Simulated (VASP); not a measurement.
# AgI (F-43m) in VASP: further runs

The runs below take AgI through single point, with PBEsol.

Everything below comes from runs of VASP 6.6.1. Logs are shortened: lines on timing, memory, paths and dates and some standing lists are left out, and cuts for length are marked.

## (1) The cell of the first run

The structure is cubic, space group F-43m (No. 216). The conventional cell has a = 6.363 Å, b = 6.363 Å, c = 6.363 Å, α = 90.00°, β = 90.00°, γ = 90.00°. Ag (site symmetry -43m) has 4 I at 2.76 Å within 3.6 Å. I (site symmetry -43m) has 4 Ag at 2.76 Å within 3.6 Å.

## (2) Single point, PBEsol (32.20 Å³/atom)

The input, INCAR:

```
ALGO     = Normal         # electronic algorithm
EDIFF    = 1E-6           # SCF threshold, eV
ENCUT    = 500            # plane-wave cutoff, eV
GGA      = PS             # functional
GGA_COMPAT= False        
ISIF     = 2              # what is computed and relaxed
ISMEAR   = 0              # smearing method
LASPH    = True           # aspherical terms in the spheres
LCHARG   = False          # write CHGCAR
LREAL    = False          # projectors in reciprocal space
LWAVE    = False          # write WAVECAR
NBANDS   = 16             # bands
NELM     = 120            # most SCF steps
PREC     = Accurate       # precision mode
SIGMA    = 0.05           # smearing width, eV
```

The input, KPOINTS:

```
k-points
0
Gamma
  8 8 8
```

The input, POSCAR:

```
AgI
1.0
    0.0000000000      3.1813263693      3.1813263693
    3.1813263693      0.0000000000      3.1813263693
    3.1813263693      3.1813263693      0.0000000000
Ag I
1 1
Direct
    0.0000000000      0.0000000000      0.0000000000
    0.7500000000      0.7500000000      0.7500000000
```

Potentials or basis: VASP PAW PBE potentials, release 64 (Ag, I).

Launch:

```bash
$ cat potpaw_PBE.64/Ag/POTCAR potpaw_PBE.64/I/POTCAR > POTCAR
$ mpirun -np 1 vasp_std > vasp.out
```

OUTCAR:

```text
EDIFF = 1E-6
   ENCUT = 500
   GGA = PS
   ISIF = 2
   ISMEAR = 0
   LASPH = True
   LREAL = False
   NELM = 120
   PREC = Accurate

 ion  position               nearest neighbor table
   1  0.000  0.000  0.000-   2 2.76   2 2.76   2 2.76   2 2.76
   2  0.750  0.750  0.750-   1 2.76   1 2.76   1 2.76   1 2.76

  LATTYP: Found a face centered cubic cell.
 ALAT       =     6.3626527386

  Lattice vectors:

 A1 = (   0.0000000000,   3.1813263693,   3.1813263693)
 A2 = (   3.1813263693,   0.0000000000,   3.1813263693)
 A3 = (   3.1813263693,   3.1813263693,   0.0000000000)

Analysis of symmetry for initial positions (statically):
=====================================================================
 Subroutine PRICEL returns:
 Original cell was already a primitive cell.

 Routine SETGRP: Setting up the symmetry group for a
 face centered cubic supercell.

 Subroutine GETGRP returns: Found 24 space group operations
 (whereof 24 operations were pure point group operations)
 out of a pool of 48 trial point group operations.

The static configuration has the point symmetry T_d .

Analysis of symmetry for dynamics (positions and initial velocities):
=====================================================================
 Subroutine PRICEL returns:
 Original cell was already a primitive cell.

 Routine SETGRP: Setting up the symmetry group for a
 face centered cubic supercell.

 Subroutine GETGRP returns: Found 24 space group operations
 (whereof 24 operations were pure point group operations)
 out of a pool of 48 trial point group operations.

The dynamic configuration has the point symmetry T_d .

 Subroutine INISYM returns: Found 24 space group operations
 (whereof 24 operations are pure point group operations),
 and found     1 'primitive' translations

----------------------------------------------------------------------------------------

                                     Primitive cell

  volume of cell :      64.3954

  direct lattice vectors                    reciprocal lattice vectors
     0.000000000  3.181326369  3.181326369    -0.157167150  0.157167150  0.157167150
     3.181326369  0.000000000  3.181326369     0.157167150 -0.157167150  0.157167150
     3.181326369  3.181326369  0.000000000     0.157167150  0.157167150 -0.157167150

  length of vectors
     4.499074898  4.499074898  4.499074898     0.272221490  0.272221490  0.272221490

  position of ions in fractional coordinates (direct lattice)
     0.000000000  0.000000000  0.000000000
     0.750000000  0.750000000  0.750000000

  ion indices of the primitive-cell ions
   primitive index   ion index
                 1           1
                 2           2

----------------------------------------------------------------------------------------

 KPOINTS: k-points

Automatic generation of k-mesh.
 Grid dimensions read from file:
 generate k-points for:    8    8    8

 Generating k-lattice:

  Cartesian coordinates                     Fractional coordinates (reciprocal lattice)
    -0.019645894  0.019645894  0.019645894     0.125000000  0.000000000  0.000000000
     0.019645894 -0.019645894  0.019645894     0.000000000  0.125000000  0.000000000
     0.019645894  0.019645894 -0.019645894     0.000000000  0.000000000  0.125000000

  Length of vectors
     0.034027686  0.034027686  0.034027686

  Shift w.r.t. Gamma in fractional coordinates (k-lattice)
     0.000000000  0.000000000  0.000000000

 Subroutine IBZKPT returns following result:
 ===========================================

 Found     29 irreducible k-points:

 Following reciprocal coordinates:
            Coordinates               Weight
  0.000000  0.000000  0.000000      1.000000
  0.125000  0.000000  0.000000      8.000000
  0.250000  0.000000  0.000000      8.000000
  0.375000  0.000000  0.000000      8.000000
  0.500000  0.000000  0.000000      4.000000
  0.125000  0.125000  0.000000      6.000000
[... 16 lines left out ...]
  0.500000  0.250000  0.125000     48.000000
 -0.375000  0.250000  0.125000     24.000000
 [... further k-points ...]
   k-points           NKPTS =     29   k-points in BZ     NKDIM =     29   number of bands    NBANDS=     16
   number of dos      NEDOS =    301   number of ions     NIONS =      2
   total plane-waves  NPLWV =  46656
   dimension x,y,z NGX =    36 NGY =   36 NGZ =   36
   dimension x,y,z NGXF=    72 NGYF=   72 NGZF=   72
   ions per type =               1   1
   NGX,Y,Z   is equivalent  to a cutoff of  13.30, 13.30, 13.30 a.u.
   NGXF,Y,Z  is equivalent  to a cutoff of  26.60, 26.60, 26.60 a.u.
 SYSTEM =  unknown system
   PREC   = accura    normal or accurate (medium, high low for compatibility)
   ISTART =      0    job   : 0-new  1-cont  2-samecut
   ICHARG =      2    charge: 1-file 2-atom 10-const
   ISPIN  =      1    spin polarized calculation?
   LNONCOLLINEAR =      F non collinear calculations
   LSORBIT =      F    spin-orbit coupling
   LASPH  =      T    aspherical Exc in radial PAW
   ENCUT  =  500.0 eV  36.75 Ry    6.06 a.u.   8.20  8.20  8.20*2*pi/ulx,y,z
   NELM   =    120;   NELMIN=  2; NELMDL= -5     # of ELM steps
   EDIFF  = 0.1E-05   stopping-criterion for ELM
   LREAL  =      F    real-space projection
   EDIFFG = 0.1E-04   stopping-criterion for IOM
   NSW    =      0    number of steps for IOM
   IBRION =     -1    ionic relax: 0-MD 1-quasi-New 2-CG
   NFREE  =      0    steps in history (QN), initial steepest desc. (CG)
   ISIF   =      2    stress and relaxation
   ISYM   =      2    0-nonsym 1-usesym 2-fastsym
   POTIM  = 0.5000    time-step for ionic-motion
   TEBEG  =    0.0;   TEEND  =   0.0 temperature during run
   PSTRESS=    0.0 pullay stress
   NELECT =      18.0000    total number of electrons
   NUPDOWN=      -1.0000    fix difference up-down
   EMIN   =  10.00;   EMAX   =-10.00  energy-range for DOS
   EFERMI =   0.00;   METHOD = LEGACY
   ISMEAR =     0;   SIGMA  =   0.05  broadening in eV -4-tet -1-fermi 0-gaus
   EFERMI_NEDOS =   21; number of points for ismear=-14 and -15
   IALGO  =     38    algorithm
   IMIX   =      4    mixing-type and parameters
     AMIX     =   0.40;   BMIX     =  1.00
     AMIX_MAG =   1.60;   BMIX_MAG =  1.00
  volume/ion in A,a.u.               =      32.20       217.28
  Fermi-wavevector in a.u.,A,eV,Ry     =   1.070403  2.022769 15.589055  1.145763
  Thomas-Fermi vector in A             =   2.206112
   LORBIT       =      0    0 simple, 1 ext, 2 COOP (PROOUT), +10 PAW based schemes
   GGA     = PS    functional components
   LHFCALC =     F    Hartree Fock is set to
   AEXX    =    0.0000 exact exchange contribution
   IVDW    =     0    specifies the selected vdW correction
   LEPSILON=     F    determine dielectric tensor
   LRPA    =     F    only Hartree local field effects (RPA)
 non-spin polarized calculation
 Gauss-broadening in eV      SIGMA  =   0.05
  energy-cutoff  :      500.00
  volume of cell :       64.40
 maximum number of plane-waves:      1660
 NGX is ok and might be reduce to    36
   NGX = 17   NGY = 17   NGZ = 17

 number of electron      18.0000001 magnetization

 Free energy of the ion-electron system (eV)
  ---------------------------------------------------
  ext. energy  EPLUGINS =         0.00000000
  ---------------------------------------------------
  free energy    TOTEN  =        -5.44265700 eV

  energy without entropy =       -5.44265700  energy(sigma->0) =       -5.44265700

 E-fermi :   3.9977     XC(G=0):  -8.9272

 val. band max:        3.7186998394   @ k =   0.0000   0.0000   0.0000
 cond. band min:       4.9169577312   @ k =   0.0000   0.0000   0.0000
 fundamental gap:      1.1982578918
 Fermi energy:         3.9976518012

 k-point     1 :       0.0000    0.0000    0.0000
  band No.  band energies     occupation
      1      -9.4897      2.00000
      2      -0.9111      2.00000
      3      -0.9111      2.00000
      4      -0.9111      2.00000
      5       0.3445      2.00000
      6       0.3445      2.00000
[... 8 lines left out ...]
     15      13.7926      0.00000
     16      13.7926      0.00000

 k-point     2 :       0.1250    0.0000    0.0000
  band No.  band energies     occupation
      1      -9.4415      2.00000
      2      -0.9426      2.00000
      3      -0.8815      2.00000
      4      -0.8815      2.00000
      5       0.3398      2.00000
      6       0.3398      2.00000
[... 8 lines left out ...]
     15      13.1110      0.00000
     16      13.1831      0.00000

 k-point     3 :       0.2500    0.0000    0.0000
  band No.  band energies     occupation
      1      -9.3214      2.00000
      2      -0.9853      2.00000
      3      -0.8122      2.00000
      4      -0.8122      2.00000
      5       0.3397      2.00000
      6       0.3397      2.00000
[... 8 lines left out ...]
     15      12.8884      0.00000
     16      12.9231      0.00000

 k-point     4 :       0.3750    0.0000    0.0000
  band No.  band energies     occupation
      1      -9.1953      2.00000
      2      -0.9509      2.00000
      3      -0.7485      2.00000
      4      -0.7485      2.00000
      5       0.3612      2.00000
      6       0.3612      2.00000
[... 8 lines left out ...]
     15      13.6420      0.00000
     16      13.6420      0.00000

 k-point     5 :       0.5000    0.0000    0.0000
  band No.  band energies     occupation
      1      -9.1412      2.00000
      2      -0.8884      2.00000
      3      -0.7246      2.00000
      4      -0.7246      2.00000
      5       0.3787      2.00000
      6       0.3787      2.00000
[... 8 lines left out ...]
     15      14.5968      0.00000
     16      14.5968      0.00000

 k-point     6 :       0.1250    0.1250    0.0000
  band No.  band energies     occupation
      1      -9.4255      2.00000
      2      -0.9793      2.00000
      3      -0.8568      2.00000
      4      -0.8568      2.00000
      5       0.3158      2.00000
      6       0.3590      2.00000
[... 8 lines left out ...]
     15      13.6875      0.00000
     16      13.8643      0.00000
[... 267 lines left out ...]
 k-point    21 :       0.5000    0.5000    0.0000
  band No.  band energies     occupation
      1      -9.0260      2.00000
      2      -1.2664      2.00000
      3      -0.3572      2.00000
      4      -0.3572      2.00000
      5       0.4449      2.00000
      6       0.4778      2.00000
[... 8 lines left out ...]
     15      14.4596      0.00000
     16      15.6420      0.00000

 k-point    22 :       0.3750    0.2500    0.1250
  band No.  band energies     occupation
      1      -9.2302      2.00000
      2      -1.0478      2.00000
      3      -0.7262      2.00000
      4      -0.7021      2.00000
      5       0.2913      2.00000
      6       0.3901      2.00000
[... 8 lines left out ...]
     15      14.1827      0.00000
     16      15.3347      0.00000

 k-point    23 :       0.5000    0.2500    0.1250
  band No.  band energies     occupation
      1      -9.1277      2.00000
      2      -0.9454      2.00000
      3      -0.7096      2.00000
      4      -0.6010      2.00000
      5       0.3291      2.00000
      6       0.3818      2.00000
[... 8 lines left out ...]
     15      14.5973      0.00000
     16      15.0871      0.00000

 k-point    24 :      -0.3750    0.2500    0.1250
  band No.  band energies     occupation
      1      -9.0841      2.00000
      2      -0.8228      2.00000
      3      -0.7347      2.00000
      4      -0.5398      2.00000
      5       0.3008      2.00000
      6       0.3917      2.00000
[... 8 lines left out ...]
     15      14.3345      0.00000
     16      15.0766      0.00000

 [... further k-points ...]

------------------------ aborting loop because EDIFF is reached ----------------------------------------

  FORCE on cell =-STRESS in cart. coord.  units (eV):
  Direction    XX          YY          ZZ          XY          YZ          ZX
  --------------------------------------------------------------------------------------
  -------------------------------------------------------------------------------------
  Total        0.6145122      0.6145122      0.6145122     -0.0000000     -0.0000000      0.0000000
  in kB       15.2892594     15.2892594     15.2892594     -0.0000000     -0.0000000      0.0000000
  external PRESSURE =      15.2892594 kB  Pullay stress =       0.0000000 kB

 VOLUME and BASIS-vectors are now :
 -----------------------------------------------------------------------------
  energy-cutoff  :      500.00
  volume of cell :       64.40
      direct lattice vectors                 reciprocal lattice vectors
     0.000000000  3.181326369  3.181326369    -0.157167150  0.157167150  0.157167150
     3.181326369  0.000000000  3.181326369     0.157167150 -0.157167150  0.157167150
     3.181326369  3.181326369  0.000000000     0.157167150  0.157167150 -0.157167150

 POSITION                                       TOTAL-FORCE (eV/Angst)
 -----------------------------------------------------------------------------------
      0.00000      0.00000      0.00000         0.000000      0.000000      0.000000
      4.77199      4.77199      4.77199        -0.000000     -0.000000     -0.000000
 -----------------------------------------------------------------------------------
    total drift:                               -0.000000     -0.000000      0.000000

  FREE ENERGIE OF THE ION-ELECTRON SYSTEM (eV)
  ---------------------------------------------------
  free  energy   TOTEN  =        -5.4426570032 eV

  energy  without entropy=       -5.4426570032  energy(sigma->0) =       -5.44265700
```

Wall time 22 s (1 thread of AMD EPYC 9R45 (Zen 5), shared host); peak memory 0.18 GiB.

Results:

- Free energy: -5.4427 eV
- Pressure: 1.5 GPa
- Band gap on the k mesh: 1.20 eV

Levels at points of the mesh, in eV from the valence-band top:
```csv
k point,band 5,band 6,band 7,band 8,band 9,band 10,band 11,band 12,band 13,band 14
"(0.00, 0.00, 0.00)",-3.37,-3.37,0.00,0.00,0.00,1.20,5.56,5.56,5.56,8.82
"(0.50, 0.00, 0.00)",-3.34,-3.34,-3.20,-0.82,-0.82,2.61,6.07,6.07,7.16,9.10
"(0.50, 0.50, 0.00)",-3.27,-3.24,-2.87,-2.02,-2.02,3.31,3.72,8.58,9.77,9.77
```

Caveat: the PAW data sets were made with another functional, which shifts forces and pressure a little; spin-orbit coupling is left out, which moves the levels of the heavy elements. Expect the measured gap to be larger: semilocal functionals such as PBEsol lack the derivative discontinuity.

## (3) Single point, PBEsol (33.54 Å³/atom)

This run uses another cell than the first one, of 33.54 Å³/atom.

The input, INCAR:

```
SYSTEM = AgI
PREC = Accurate ; ENCUT = 500
EDIFF = 1E-6 ; ISMEAR = 0
SIGMA = 0.05 ; LREAL = .FALSE.
LASPH = .TRUE. ; NELM = 120
ALGO = Normal ; ISIF = 2
LWAVE = .FALSE. ; LCHARG = .TRUE.
GGA = PS ; LELF = .TRUE.
LVHAR = .TRUE. ; NBANDS = 16
GGA_COMPAT = .FALSE.
```

The input, KPOINTS:

```
Automatic mesh
0
G
  8 8 8
  0 0 0
```

The input, POSCAR:

```
AgI
1.0
    0.0000000000      3.2249115987      3.2249115987
    3.2249115987      0.0000000000      3.2249115987
    3.2249115987      3.2249115987      0.0000000000
Ag I
1 1
Direct
    0.0000000000      0.0000000000      0.0000000000
    0.7500000000      0.7500000000      0.7500000000
```

Potentials or basis: VASP PAW PBE potentials, release 64 (Ag, I).

Launch:

```bash
$ cat potpaw_PBE.64/Ag/POTCAR potpaw_PBE.64/I/POTCAR > POTCAR
$ mpirun -np 1 vasp_std > vasp.out
```

OUTCAR:

```text
SYSTEM = AgI
   PREC = Accurate
   ENCUT = 500
   EDIFF = 1E-6
   ISMEAR = 0
   LREAL = .FALSE.
   LASPH = .TRUE.
   NELM = 120
   ISIF = 2
   GGA = PS

 ion  position               nearest neighbor table
   1  0.000  0.000  0.000-   2 2.79   2 2.79   2 2.79   2 2.79
   2  0.750  0.750  0.750-   1 2.79   1 2.79   1 2.79   1 2.79

  LATTYP: Found a face centered cubic cell.
 ALAT       =     6.4498231974

  Lattice vectors:

 A1 = (   0.0000000000,   3.2249115987,   3.2249115987)
[... 642 lines left out ...]

------------------------ aborting loop because EDIFF is reached ----------------------------------------

  FORCE on cell =-STRESS in cart. coord.  units (eV):
  Direction    XX          YY          ZZ          XY          YZ          ZX
  --------------------------------------------------------------------------------------
  -------------------------------------------------------------------------------------
  Total       -0.0110424     -0.0110424     -0.0110424      0.0000000      0.0000000     -0.0000000
  in kB       -0.2637488     -0.2637488     -0.2637488      0.0000000      0.0000000     -0.0000000
  external PRESSURE =      -0.2637488 kB  Pullay stress =       0.0000000 kB

 VOLUME and BASIS-vectors are now :
 -----------------------------------------------------------------------------
  energy-cutoff  :      500.00
  volume of cell :       67.08
      direct lattice vectors                 reciprocal lattice vectors
     0.000000000  3.224911599  3.224911599    -0.155043010  0.155043010  0.155043010
     3.224911599  0.000000000  3.224911599     0.155043010 -0.155043010  0.155043010
     3.224911599  3.224911599  0.000000000     0.155043010  0.155043010 -0.155043010

 POSITION                                       TOTAL-FORCE (eV/Angst)
 -----------------------------------------------------------------------------------
      0.00000      0.00000      0.00000        -0.000000     -0.000000     -0.000000
      4.83737      4.83737      4.83737         0.000000      0.000000      0.000000
 -----------------------------------------------------------------------------------
    total drift:                               -0.000000     -0.000000     -0.000000

  FREE ENERGIE OF THE ION-ELECTRON SYSTEM (eV)
  ---------------------------------------------------
  free  energy   TOTEN  =        -5.4548388046 eV

  energy  without entropy=       -5.4548388046  energy(sigma->0) =       -5.45483880
```

stdout:

```text
POSCAR found type information on POSCAR AgI
 POSCAR found :  2 types and       2 ions
 scaLAPACK will be used
 -----------------------------------------------------------------------------
|                                                                             |
|                                                                             |
|     You enforced a specific xc type in the INCAR file but a different       |
|     I HOPE YOU KNOW WHAT YOU ARE DOING!                                     |
|                                                                             |
 -----------------------------------------------------------------------------

 LDA part: xc-table for (Slater+PW92), standard interpolation
 POSCAR, INCAR and KPOINTS ok, starting setup
 FFT: planning ... GRIDC
 FFT: planning ... GRID_SOFT
 FFT: planning ... GRID
 WAVECAR not read
 entering main loop
```

Wall time 24 s (1 thread of AMD EPYC 9R45 (Zen 5), shared host); peak memory 0.18 GiB.

What came out:

```
Free energy            : -5.4548 eV
Pressure               : 0.0 GPa
Band gap on the k mesh : 1.20 eV
```

Caveat: the PAW data sets were made with another functional, which shifts forces and pressure a little; spin-orbit coupling is left out, which moves the levels of the heavy elements.

(Continued in part 2 of 3.)
